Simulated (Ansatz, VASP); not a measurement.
Two plane-wave programs on Bi

The input INCAR:

```
PREC = Accurate ; ENCUT = 520
EDIFF = 1E-6 ; ISMEAR = -1
SIGMA = 0.08 ; LREAL = False
LASPH = True ; NELM = 100
ALGO = Normal ; ISIF = 2
LWAVE = False ; LCHARG = True
GGA = PS ; LELF = True
LVHAR = True ; NBANDS = 22
```

Contents of KPOINTS:

```
regular mesh
0
Gamma
  11 11 11
```

Contents of POSCAR:

```
Bi
1.0
    0.0000000000      2.9882904395      2.9882904395
    2.9882904395      0.0000000000      2.9882904395
    2.9882904395      2.9882904395      0.0000000000
Bi
2
Direct
   -0.1250000000     -0.1250000000     -0.1250000000
    0.1250000000      0.1250000000      0.1250000000
```

Input for Ansatz:

```yaml
crystal:
  lattice:
    - [0.0, 2.9882904395, 2.9882904395]
    - [2.9882904395, 0.0, 2.9882904395]
    - [2.9882904395, 2.9882904395, 0.0]
  atoms:
    - { symbol: Bi, position: [-0.125, -0.125, -0.125] }
    - { symbol: Bi, position: [0.125, 0.125, 0.125] }
kpoints:
  mp_grid: { grid: [11, 11, 11] }
scf:
  occupations: { method: fermi_dirac, width: 0.08 }
hamiltonian:
  xc: pbesol
  pseudopotentials: { kind: paw }
output:
  forces: true
  stress: true
  eigenvalues: true
  populations: true
```

Change from the starting cell: volume scaled by 0.58, PAW files.

Alike in both runs: task single point; functional PBEsol; k mesh 11 × 11 × 11; occupations fermi-dirac, width 0.08 eV; no spin polarisation.

```csv
,VASP,Ansatz
version,VASP 6.6.1,Ansatz 0.2.0
potentials or method,"VASP PAW PBE potentials, release 64 (Bi_d)","PAW with Ansatz's default frozen-core files, scalar-relativistic"
plane-wave cutoff (eV),520,420
valence electrons in the cell,30,30
```

```tsv
	VASP	Ansatz	Ansatz less VASP
pressure (GPa)	58.1	58.2	+0.03
```

VASP's potentials were made for PBE, not for PBEsol. Both programs put the cell under a high pressure, so it lies far from rest at this level. With one functional, cell and mesh, what is left measures potentials, basis and numerics.

Spin-orbit coupling is off throughout.
